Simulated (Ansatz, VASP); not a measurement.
# MnSi4 in VASP and in Ansatz

INCAR

```
SYSTEM = MnSi4
PREC = Accurate ; ENCUT = 520
EDIFF = 1E-6 ; ISMEAR = 0
SIGMA = 0.1 ; LREAL = .False.
LASPH = .True. ; NELM = 150
ALGO = Normal ; ISIF = 2
LWAVE = .False. ; LCHARG = .False.
ISPIN = 2 ; MAGMOM = 4 0 0 0 0
LORBIT = 11 ; LMAXMIX = 4
GGA = PE ; NBANDS = 26
```

File KPOINTS:

```
Automatic mesh
0
Gamma
  6 6 2
  0 0 0
```

File POSCAR:

```
MnSi4
1.0
    3.4618879500      0.0000000000      0.0000000000
   -1.7309439700      2.9980829100      0.0000000000
    0.0000000000      0.0000000000      8.3954815100
Mn Si
1 4
Direct
    0.0000000000      0.0000000000      0.0000000000
    0.0000000000      0.0000000000      0.3860263800
    0.0000000000      0.0000000000      0.6139736200
    0.0000000000      0.0000000000      0.7730827700
    0.0000000000      0.0000000000      0.2269172300
```

Input for Ansatz:

```yaml
crystal:
  lattice:
    - [3.46188795, 0.0, 0.0]
    - [-1.73094397, 2.99808291, 0.0]
    - [0.0, 0.0, 8.39548151]
  atoms:
    - { symbol: Mn, position: [0.0, 0.0, 0.0], spin: 4.0 }
    - { symbol: Si, position: [0.0, 0.0, 0.38602638] }
    - { symbol: Si, position: [0.0, 0.0, 0.61397362] }
    - { symbol: Si, position: [0.0, 0.0, 0.77308277] }
    - { symbol: Si, position: [0.0, 0.0, 0.22691723] }
basis:
  ecutwfc: 420
kpoints:
  mp_grid: { grid: [6, 6, 2] }
hamiltonian:
  xc: pbe
scf:
  occupations: { method: gaussian, width: 0.1 }
  lower_state_search: "off"
output:
  forces: true
  stress: true
  eigenvalues: true
  populations: true
magnetization:
  spin_polarized: true
```

Alike in both runs: task single point; functional PBE; k mesh 6 × 6 × 2; occupations gaussian, width 0.1 eV; collinear spin.

```csv
,VASP,Ansatz
version,VASP 6.6.1,Ansatz 0.2.0
potentials or method,"VASP PAW PBE potentials, release 64 (Mn_pv, Si), cutoff 520 eV","scalar-relativistic, plane waves, PAW"
valence electrons in the cell,29,31
```

|  | VASP | Ansatz | Ansatz less VASP |
| --- | --- | --- | --- |
| gap on the k mesh at the Fermi level (eV) | none | none | - |
| rms of the force components (eV/Å) | 32.866 | 31.982 | -0.8838 |
| net moment per atom (μB) | 0.62 | 0.63 | +0.008 |
| size of the moment on the site where the two differ most (μB) | 2.77 | 2.33 | -0.445 |

Site moments also hang on the region over which each program counts them. Atom by atom the forces differ by 0.884 eV/Å (rms over components). A gap of «none» marks a metal or a gap that the smearing closes. VASP's potentials hold 29 valence electrons a cell and Ansatz's 31, so a difference there can come from the potentials and not from the codes.

The k mesh is coarse, so the values compare programs but aren't converged.
